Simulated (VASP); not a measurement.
# Ta (P1) in VASP: further runs

The runs below take Ta through single point, with LDA.

Everything below comes from runs of VASP 6.6.1. Logs are shortened: lines on timing, memory, paths and dates and some standing lists are left out, and cuts for length are marked.

## 1. The cell of the first run

The typed cell holds 16 atoms: a = 6.936 Å, b = 6.936 Å, c = 6.936 Å, α = 90.00°, β = 90.00°, γ = 90.00°.

## 2. Single point, LDA

Contents of INCAR:

```
PREC     = Accurate       # precision mode
ENCUT    = 520            # plane-wave cutoff, eV
EDIFF    = 1E-6           # SCF threshold, eV
ISMEAR   = -1             # smearing method
SIGMA    = 0.17           # smearing width, eV
LREAL    = Auto         
LASPH    = T              # aspherical terms in the spheres
NELM     = 60             # most SCF steps
ALGO     = Normal         # electronic algorithm
ISIF     = 2              # what is computed and relaxed
LWAVE    = F              # write WAVECAR
LCHARG   = F              # write CHGCAR
GGA      = CA             # functional
NBANDS   = 102            # bands
```

Contents of KPOINTS:

```
regular mesh
0
Gamma
  2 2 2
```

Contents of POSCAR:

```
Ta
1.0
    6.9357050000      0.0000000000      0.0000000000
    0.0000000000      6.9357050000      0.0000000000
    0.0000000000      0.0000000000      6.9357050000
Ta
16
Direct
   -0.0126879676      0.0259526609     -0.0096457390
    0.4991705962     -0.0292399980     -0.0095448120
    0.0030422286      0.4874053899      0.0047579878
   -0.0154706695     -0.0201709848      0.5334857812
    0.2252402604      0.2343236917      0.2620209481
    0.4796195917      0.4871026089      0.0034026822
    0.4906927270      0.0103954825      0.4884579145
    0.7368248794      0.2388077348      0.2618767667
   -0.0150957978      0.4655330641      0.5190532181
    0.2401630404      0.7578609529      0.2193288209
    0.2204101818      0.2587768655      0.7630082306
    0.5149728831      0.4568533408      0.4988245607
    0.8002502990      0.7452450760      0.1730754119
    0.7349649387      0.2695039654      0.7426498099
    0.2359241058      0.7341719407      0.7222337167
    0.7107857096      0.7377764769      0.7256796533
```

Potentials or basis: VASP PAW LDA potentials, release 64 (Ta_pv).

Started as:

```console
> cat potpaw_LDA.64/Ta_pv/POTCAR > POTCAR
> mpirun -np 1 vasp_std > vasp.out
```

OUTCAR:

```text
PREC = Accurate
   ENCUT = 520
   EDIFF = 1E-6
   ISMEAR = -1
   LREAL = Auto
   LASPH = T
   NELM = 60
   ISIF = 2
   GGA = CA

 ion  position               nearest neighbor table
   1  0.987  0.026  0.990-  13 2.66  11 2.78   5 2.89   8 2.96  14 2.98  10 3.01   4 3.18   3 3.20
                            15 3.24  16 3.32   2 3.41   2 3.57
   2  0.499  0.971  0.990-  10 2.82  16 2.85  13 2.90  15 3.08   8 3.12  14 3.15  11 3.20   5 3.24
                             6 3.36   1 3.41   7 3.47   7 3.49   1 3.57   6 3.58
   3  0.003  0.487  0.005-  13 2.56  11 2.76  10 2.90   5 2.94  14 3.01  15 3.06   8 3.09   1 3.20
                            16 3.30   6 3.31   9 3.37   9 3.57
   4  0.985  0.980  0.533-  15 2.77  16 2.86  11 2.99  14 3.02   5 3.07   8 3.12   1 3.18  10 3.20
                            13 3.24   9 3.37   7 3.45   7 3.53   9 3.57
   5  0.225  0.234  0.262-   7 2.88   1 2.89   9 2.92   3 2.94  12 3.02   6 3.07   4 3.07   2 3.24
                            10 3.32   8 3.39  11 3.47  11 3.48   8 3.55
   6  0.480  0.487  0.003-  11 2.92  10 2.92  14 2.95  16 3.05   8 3.06   5 3.07  13 3.09  15 3.10
                             3 3.31   2 3.36  12 3.45  12 3.51   2 3.58
   7  0.491  0.010  0.488-   8 2.81   5 2.88  16 2.93  14 3.03  15 3.07  10 3.09  12 3.10  11 3.18
                             4 3.45   2 3.47   2 3.49   4 3.53  13 3.57
   8  0.737  0.239  0.262-  12 2.71   7 2.81   9 2.94   1 2.96   6 3.06   3 3.09   2 3.12   4 3.12
                            14 3.34   5 3.39  13 3.51   5 3.55  13 3.59
   9  0.985  0.466  0.519-  14 2.69  11 2.75  15 2.91   5 2.92   8 2.94  16 3.04  12 3.26  13 3.34
                             4 3.37   3 3.37  10 3.40   4 3.57   3 3.57
  10  0.240  0.758  0.219-   2 2.82   3 2.90   6 2.92   1 3.01  13 3.07   7 3.09   4 3.20   5 3.32
                             9 3.40  12 3.43  15 3.45  15 3.49
  11  0.220  0.259  0.763-   9 2.75   3 2.76   1 2.78   6 2.92   4 2.99  12 3.07   7 3.18   2 3.20
                            15 3.31  14 3.37   5 3.47   5 3.48  14 3.57
  12  0.515  0.457  0.499-  14 2.62   8 2.71  16 2.85   5 3.02  11 3.07   7 3.10  15 3.14   9 3.26
                            10 3.43   6 3.45   6 3.51
  13  0.800  0.745  0.173-   3 2.56   1 2.66   2 2.90  10 3.07   6 3.09  16 3.16   4 3.24   9 3.34
                             8 3.51   7 3.57   8 3.59
  14  0.735  0.270  0.743-  12 2.62   9 2.69   6 2.95   1 2.98   3 3.01   4 3.02   7 3.03   2 3.15
                            16 3.25   8 3.34  11 3.37  11 3.57
  15  0.236  0.734  0.722-   4 2.77   9 2.91   3 3.06   7 3.07   2 3.08   6 3.10  12 3.14   1 3.24
                            16 3.29  11 3.31  10 3.45  10 3.49
  16  0.711  0.738  0.726-  12 2.85   2 2.85   4 2.86   7 2.93   9 3.04   6 3.05  13 3.16  14 3.25
                            15 3.29   3 3.30   1 3.32

  LATTYP: Found a simple cubic cell.
 ALAT       =     6.9357050000

  Lattice vectors:

 A1 = (   6.9357050000,   0.0000000000,   0.0000000000)
 A2 = (   0.0000000000,   6.9357050000,   0.0000000000)
 A3 = (   0.0000000000,   0.0000000000,   6.9357050000)

Analysis of symmetry for initial positions (statically):
=====================================================================
 Subroutine PRICEL returns:
 Original cell was already a primitive cell.

 Routine SETGRP: Setting up the symmetry group for a
 simple cubic supercell.

 Subroutine GETGRP returns: Found  1 space group operations
 (whereof  1 operations were pure point group operations)
 out of a pool of 48 trial point group operations.

The static configuration has the point symmetry C_1 .

Analysis of symmetry for dynamics (positions and initial velocities):
=====================================================================
 Subroutine PRICEL returns:
 Original cell was already a primitive cell.

 Routine SETGRP: Setting up the symmetry group for a
 simple cubic supercell.

 Subroutine GETGRP returns: Found  1 space group operations
 (whereof  1 operations were pure point group operations)
 out of a pool of 48 trial point group operations.

The dynamic configuration has the point symmetry C_1 .

 Subroutine INISYM returns: Found  1 space group operations
 (whereof  1 operations are pure point group operations),
 and found     1 'primitive' translations

----------------------------------------------------------------------------------------

                                     Primitive cell

  volume of cell :     333.6352

  direct lattice vectors                    reciprocal lattice vectors
     6.935705000  0.000000000  0.000000000     0.144181449  0.000000000  0.000000000
     0.000000000  6.935705000  0.000000000     0.000000000  0.144181449  0.000000000
     0.000000000  0.000000000  6.935705000     0.000000000  0.000000000  0.144181449

  length of vectors
     6.935705000  6.935705000  6.935705000     0.144181449  0.144181449  0.144181449
[... 51 lines left out ...]
[... 30 lines left out ...]
   NGXF,Y,Z  is equivalent  to a cutoff of  25.89, 25.89, 25.89 a.u.
 SYSTEM =  unknown system
   PREC   = accura    normal or accurate (medium, high low for compatibility)
   ISTART =      0    job   : 0-new  1-cont  2-samecut
   ICHARG =      2    charge: 1-file 2-atom 10-const
   ISPIN  =      1    spin polarized calculation?
   LNONCOLLINEAR =      F non collinear calculations
   LSORBIT =      F    spin-orbit coupling
   LASPH  =      T    aspherical Exc in radial PAW
   ENCUT  =  520.0 eV  38.22 Ry    6.18 a.u.  12.90 12.90 12.90*2*pi/ulx,y,z
   NELM   =     60;   NELMIN=  2; NELMDL= -5     # of ELM steps
   EDIFF  = 0.1E-05   stopping-criterion for ELM
   LREAL  =      T    real-space projection
   EDIFFG = 0.1E-04   stopping-criterion for IOM
   NSW    =      0    number of steps for IOM
   IBRION =     -1    ionic relax: 0-MD 1-quasi-New 2-CG
   NFREE  =      0    steps in history (QN), initial steepest desc. (CG)
   ISIF   =      2    stress and relaxation
   ISYM   =      2    0-nonsym 1-usesym 2-fastsym
   POTIM  = 0.5000    time-step for ionic-motion
   TEBEG  =    0.0;   TEEND  =   0.0 temperature during run
   PSTRESS=    0.0 pullay stress
   NELECT =     176.0000    total number of electrons
   NUPDOWN=      -1.0000    fix difference up-down
   EMIN   =  10.00;   EMAX   =-10.00  energy-range for DOS
   EFERMI =   0.00;   METHOD = LEGACY
   ISMEAR =    -1;   SIGMA  =   0.17  broadening in eV -4-tet -1-fermi 0-gaus
   EFERMI_NEDOS =   21; number of points for ismear=-14 and -15
   IALGO  =     38    algorithm
   IMIX   =      4    mixing-type and parameters
     AMIX     =   0.40;   BMIX     =  1.00
     AMIX_MAG =   1.60;   BMIX_MAG =  1.00
  volume/ion in A,a.u.               =      20.85       140.72
  Fermi-wavevector in a.u.,A,eV,Ry     =   1.322783  2.499696 23.806842  1.749754
  Thomas-Fermi vector in A             =   2.452438
   LORBIT       =      0    0 simple, 1 ext, 2 COOP (PROOUT), +10 PAW based schemes
   GGA     = CA    functional components
   LHFCALC =     F    Hartree Fock is set to
   AEXX    =    0.0000 exact exchange contribution
   IVDW    =     0    specifies the selected vdW correction
   LEPSILON=     F    determine dielectric tensor
   LRPA    =     F    only Hartree local field effects (RPA)
 non-spin polarized calculation
  energy-cutoff  :      520.00
  volume of cell :      333.64
 maximum number of plane-waves:      9045
 NGX is ok and might be reduce to    54
   NGX = 25   NGY = 25   NGZ = 25

 number of electron     175.9999999 magnetization

 Free energy of the ion-electron system (eV)
  ---------------------------------------------------
  ext. energy  EPLUGINS =         0.00000000
  ---------------------------------------------------
  free energy    TOTEN  =      -198.50708587 eV

  energy without entropy =     -196.77337677  energy(sigma->0) =     -197.64023132

 E-fermi :   4.3830     XC(G=0): -12.0243

 val. band max:        4.3511698495   @ k =   0.5000   0.0000   0.0000
 cond. band min:       4.4000607181   @ k =   0.5000   0.5000   0.0000
 fundamental gap:      0.0488908686
 Fermi energy:         4.3829620646

 k-point     1 :       0.0000    0.0000    0.0000
  band No.  band energies     occupation
      1     -30.1210      2.00000
      2     -30.0158      2.00000
      3     -29.9981      2.00000
      4     -29.9704      2.00000
      5     -29.9553      2.00000
      6     -29.9428      2.00000
[... 813 lines left out ...]
     99       6.7362      0.00000
    100       6.8411      0.00000
 [bands above 100 left out]

------------------------ aborting loop because EDIFF is reached ----------------------------------------

  FORCE on cell =-STRESS in cart. coord.  units (eV):
  Direction    XX          YY          ZZ          XY          YZ          ZX
  --------------------------------------------------------------------------------------
  -------------------------------------------------------------------------------------
  Total      -49.0175350    -47.3927281    -49.1065276     -0.9708376      0.0613971     -1.0404755
  in kB     -235.3911939   -227.5885731   -235.8185526     -4.6621405      0.2948400     -4.9965540
  external PRESSURE =    -232.9327732 kB  Pullay stress =       0.0000000 kB

 VOLUME and BASIS-vectors are now :
 -----------------------------------------------------------------------------
  energy-cutoff  :      520.00
  volume of cell :      333.64
      direct lattice vectors                 reciprocal lattice vectors
     6.935705000  0.000000000  0.000000000     0.144181449  0.000000000  0.000000000
     0.000000000  6.935705000  0.000000000     0.000000000  0.144181449  0.000000000
     0.000000000  0.000000000  6.935705000     0.000000000  0.000000000  0.144181449

 POSITION                                       TOTAL-FORCE (eV/Angst)
 -----------------------------------------------------------------------------------
      6.84770      0.18000      6.86880         0.343895     -0.995055     -0.432465
      3.46210      6.73290      6.86950        -0.609404      0.931289     -0.016138
      0.02110      3.38050      0.03300         0.154468     -0.574260     -0.825845
      6.82841      6.79580      3.70010         0.009311      0.915170     -1.543767
      1.56220      1.62520      1.81730         0.835696     -0.019875     -0.013451
      3.32650      3.37840      0.02360         0.285205      0.618793     -0.398131
[... 8 lines left out ...]
      1.63630      5.09200      5.00920         0.802494      0.220573      0.877572
      4.92980      5.11700      5.03310         1.106705      0.008447      0.838383
 -----------------------------------------------------------------------------------
    total drift:                               -0.001553     -0.003784      0.000582

  FREE ENERGIE OF THE ION-ELECTRON SYSTEM (eV)
  ---------------------------------------------------
  free  energy   TOTEN  =      -198.5070858673 eV

  energy  without entropy=     -196.7733767682  energy(sigma->0) =     -197.64023132
```

Run time: 13 min. Hardware: 1 thread of Intel Xeon Platinum 8259CL at 2.50GHz (Skylake/Cascade Lake), shared host; peak memory 0.4 GiB.

What came out:

* Free energy: -198.5071 eV
* Pressure: -23.3 GPa
* Largest force: 3.153 eV/Å
* Band gap on the k mesh: zero (bands 88 and 89 overlap by 1.14 eV)

Forces on the atoms (eV/Å):
```
Ta   0.344 -0.995 -0.432
Ta  -0.609  0.931 -0.016
Ta   0.154 -0.574 -0.826
Ta   0.009  0.915 -1.544
Ta   0.836 -0.020 -0.013
Ta   0.285  0.619 -0.398
Ta  -0.412 -0.814  0.309
Ta   0.784 -0.126 -0.722
Ta   0.173  1.520 -1.296
Ta  -0.172 -0.477  0.806
Ta   1.048 -0.832 -0.415
Ta  -1.948  1.346 -0.639
Ta  -2.248  0.285  2.192
Ta  -0.154 -2.007  1.279
Ta   0.802  0.221  0.878
Ta   1.107  0.008  0.838
```

Stress tensor (GPa, compression positive):
```
-23.54  -0.47  -0.50
 -0.47 -22.76   0.03
 -0.50   0.03 -23.58
```

Caveat: the k points lie up to 0.45 Å⁻¹ apart, too coarse for converged energies and pressures of a metal; spin-orbit coupling is left out, which moves the levels of the heavy elements; forces of over 1 eV/Å act on the atoms, so gaps and moduli don't describe the material at rest.

## 3. Single point, LDA

Contents of INCAR:

```
SYSTEM = Ta
ALGO = Normal ; EDIFF = 1E-6
ENCUT = 520 ; GGA = CA
ISIF = 2 ; ISMEAR = -1
LASPH = .True. ; LCHARG = .False.
LREAL = Auto ; LWAVE = .False.
NBANDS = 102 ; NELM = 100
PREC = Accurate ; SIGMA = 0.17
```

Contents of KPOINTS:

```
k-points
0
Gamma
  2 2 2
  0 0 0
```

Contents of POSCAR:

```
Ta
1.0
    6.9357050000      0.0000000000      0.0000000000
    0.0000000000      6.9357050000      0.0000000000
    0.0000000000      0.0000000000      6.9357050000
Ta
16
Direct
    0.0389722458     -0.0374295043     -0.0657034865
    0.4846515243     -0.0119958966     -0.0193491505
   -0.0233141404      0.4943693539      0.0002306903
   -0.0455180836     -0.0309413391      0.5010305369
    0.2017819385      0.1828220779      0.2230919568
    0.4646391391      0.4768080534     -0.0156725236
    0.4728286454     -0.0250298996      0.4521386074
    0.7262852154      0.2687109674      0.3357841777
   -0.0285911814      0.5196011076      0.4860933387
    0.1983215837      0.7020483138      0.2454400814
    0.2414318371      0.1685336963      0.7165673857
    0.4506247022      0.4946721350      0.4914568887
    0.7372430056      0.7766622139      0.2722434129
    0.7123717055      0.2358375969      0.7900278342
    0.2578252679      0.7464994546      0.7334510335
    0.7218155905      0.7289381541      0.7728125692
```

Potentials or basis: VASP PAW LDA potentials, release 64 (Ta_pv).

Started as:

```console
> cat potpaw_LDA.64/Ta_pv/POTCAR > POTCAR
> mpirun -np 1 vasp_std > vasp.out
```

Run time: 13 min. Hardware: 1 thread of Intel Xeon Platinum 8259CL at 2.50GHz (Skylake/Cascade Lake), shared host; peak memory 0.41 GiB.

It converged, with:

```
Free energy            : -196.1700 eV
Pressure               : -19.0 GPa
Largest force          : 4.089 eV/Å
Band gap on the k mesh : zero (bands 88 and 89 overlap by 0.92 eV)
```

Forces on the atoms (eV/Å):
```
Ta  -3.103 -0.228  2.653
Ta  -0.446 -0.756  1.063
Ta  -0.081 -0.650  0.170
Ta   1.180  1.081  0.830
Ta   0.063  1.670  0.252
Ta   0.271  0.040  0.851
Ta  -0.286  0.350  1.815
Ta  -0.324 -0.781 -1.984
Ta  -0.197 -1.024  1.388
Ta   1.635  1.457 -1.326
Ta   0.669  3.048 -0.786
Ta   0.497 -0.303  0.447
Ta  -0.616 -2.533 -2.056
Ta   1.010  0.678 -1.779
Ta  -0.274 -2.296 -0.819
Ta   0.000  0.249 -0.720
```

Stress tensor (GPa, compression positive):
```
-18.08   0.42  -0.96
  0.42 -18.91   0.58
 -0.96   0.58 -20.11
```

Levels at points of the mesh, in eV from the Fermi level:
```
           k point  band 84  band 85  band 86  band 87  band 88  band 89  band 90  band 91  band 92  band 93
(0.00, 0.00, 0.00)     0.10     0.15     0.18     0.31     0.33     0.56     0.67     0.81     0.86     0.97
(0.50, 0.00, 0.00)    -0.17    -0.07    -0.04     0.03     0.10     0.26     0.32     0.38     0.45     0.63
(0.00, 0.50, 0.00)    -0.32    -0.13    -0.07    -0.02     0.09     0.16     0.24     0.34     0.43     0.48
(0.00, 0.00, 0.50)    -0.39    -0.34    -0.06     0.02     0.13     0.18     0.25     0.31     0.46     0.58
(0.50, 0.50, 0.00)    -0.51    -0.44    -0.37    -0.27    -0.20    -0.14    -0.09     0.03     0.16     0.40
(0.00, 0.50, 0.50)    -0.58    -0.37    -0.34    -0.26    -0.19    -0.09    -0.06     0.00     0.18     0.31
(0.50, 0.00, 0.50)    -0.45    -0.43    -0.36    -0.32    -0.17    -0.08     0.05     0.10     0.18     0.50
(0.50, 0.50, 0.50)    -0.83    -0.76    -0.67    -0.66    -0.61    -0.58    -0.44    -0.34    -0.28    -0.20
```

Caveat: the k points lie up to 0.45 Å⁻¹ apart, too coarse for converged energies and pressures of a metal; spin-orbit coupling is left out, which moves the levels of the heavy elements; forces of over 1 eV/Å act on the atoms, so gaps and moduli don't describe the material at rest.

## 4. Single point, LDA

Contents of INCAR:

```
PREC = Accurate
ENCUT = 520
EDIFF = 1E-7
ISMEAR = -1
SIGMA = 0.17
LREAL = Auto
LASPH = True
NELM = 60
ALGO = Normal
ISIF = 2
LWAVE = False
LCHARG = False
GGA = CA
NBANDS = 102
```

Contents of KPOINTS:

```
Automatic mesh
0
Gamma
  2 2 2
```

Contents of POSCAR:

```
Ta
1.0
    6.9357050000      0.0000000000      0.0000000000
    0.0000000000      6.9357050000      0.0000000000
    0.0000000000      0.0000000000      6.9357050000
Ta
16
Direct
   -0.0022348125     -0.0088527410      0.0137549103
    0.4962437128     -0.0043975342      0.0425767820
    0.0116642793      0.4601262597     -0.0324552443
   -0.0440185965     -0.0048877511      0.5326639469
    0.2272588007      0.2205255270      0.2792794676
    0.4355577407      0.4624619992      0.0027106113
    0.5422664315     -0.0130340030      0.5241284051
    0.6925900107      0.2856378695      0.2800868837
   -0.0178064090      0.4969502019      0.4856752125
    0.2153638311      0.7490226300      0.2704123085
    0.2792794676      0.2251970059      0.7028557299
    0.4570263585      0.5153477548      0.4860789206
    0.7375890411      0.7661658043      0.1956253906
    0.7524108941      0.2482804560      0.7730432595
    0.2617470034      0.7444520781      0.7474366341
    0.7068639742      0.7124726326      0.7844047577
```

Started as:

```console
> cat potpaw_LDA.64/Ta_pv/POTCAR > POTCAR
> mpirun -np 1 vasp_std > vasp.out
```

Run time: 16 min. Hardware: 1 thread of Intel Xeon Platinum 8259CL at 2.50GHz (Skylake/Cascade Lake), shared host; peak memory 0.4 GiB.

Results (log left out):

```yaml
Free_energy: -197.3703 eV
Pressure: -22.8 GPa
Largest_force: 3.328 eV/Å
Band_gap_on_the_k_mesh: zero (bands 88 and 89 overlap by 0.86 eV)
```

Forces on the atoms (eV/Å):
```
Ta   0.067  0.476 -0.649
Ta  -1.318  0.752 -1.337
Ta  -0.007  0.796  0.862
Ta   0.805 -0.244 -0.765
Ta  -0.145  0.822 -0.281
Ta   1.038  0.889  0.100
Ta  -1.202 -0.236 -0.565
Ta   1.711 -1.574 -1.161
Ta  -0.143 -0.082  0.874
Ta   0.058  0.313 -1.043
Ta  -1.629 -0.027  1.582
Ta   0.769 -0.082  0.610
Ta   0.474 -2.010  2.610
Ta  -0.796 -0.151 -0.703
Ta  -0.857 -0.192 -0.043
Ta   1.174  0.551 -0.093
```

Stress tensor (GPa, compression positive):
```
-22.26  -0.21   0.99
 -0.21 -23.12  -0.18
  0.99  -0.18 -22.99
```

Levels at points of the mesh, in eV from the Fermi level:
```
           k point  band 85  band 86  band 87  band 88  band 89  band 90
(0.00, 0.00, 0.00)     0.21     0.31     0.34     0.38     0.53     0.66
(0.50, 0.00, 0.00)    -0.33    -0.21     0.04     0.10     0.19     0.31
(0.00, 0.50, 0.00)    -0.24    -0.16    -0.08     0.01     0.09     0.15
(0.00, 0.00, 0.50)    -0.24    -0.18    -0.05     0.04     0.12     0.23
(0.50, 0.50, 0.00)    -0.42    -0.35    -0.27    -0.21    -0.13     0.02
(0.00, 0.50, 0.50)    -0.38    -0.34    -0.26    -0.18    -0.09    -0.02
(0.50, 0.00, 0.50)    -0.43    -0.38    -0.29    -0.19     0.06     0.15
(0.50, 0.50, 0.50)    -0.71    -0.67    -0.57    -0.54    -0.49    -0.43
```

Caveat: the k points lie up to 0.45 Å⁻¹ apart, too coarse for converged energies and pressures of a metal; spin-orbit coupling is left out, which moves the levels of the heavy elements; forces of over 1 eV/Å act on the atoms, so gaps and moduli don't describe the material at rest.

## 5. Overview

```csv
cell,gap on the mesh (eV),pressure (GPa),largest force (eV/Å)
"as given, atomic positions A",none,-23.3,3.15
"as given, atomic positions B",none,-19.0,4.09
"as given, atomic positions C",none,-22.8,3.33
```

Alike in all rows: task single point; level LDA; potentials or basis VASP PAW LDA potentials, release 64 (Ta_pv); no spin polarisation; k mesh 2 × 2 × 2; cutoff (eV) 520; smearing fermi-dirac 0.17 eV.

Caveats: all runs use coarse meshes; spin-orbit coupling is left out, which moves the levels of the heavy elements; forces of over 1 eV/Å act on the atoms, so gaps and moduli don't describe the material at rest.

Total energies depend on the potentials used, so only differences within one code and one set of settings carry meaning.

The gap in the log of VASP goes by the Fermi energy; the results here count the filled bands.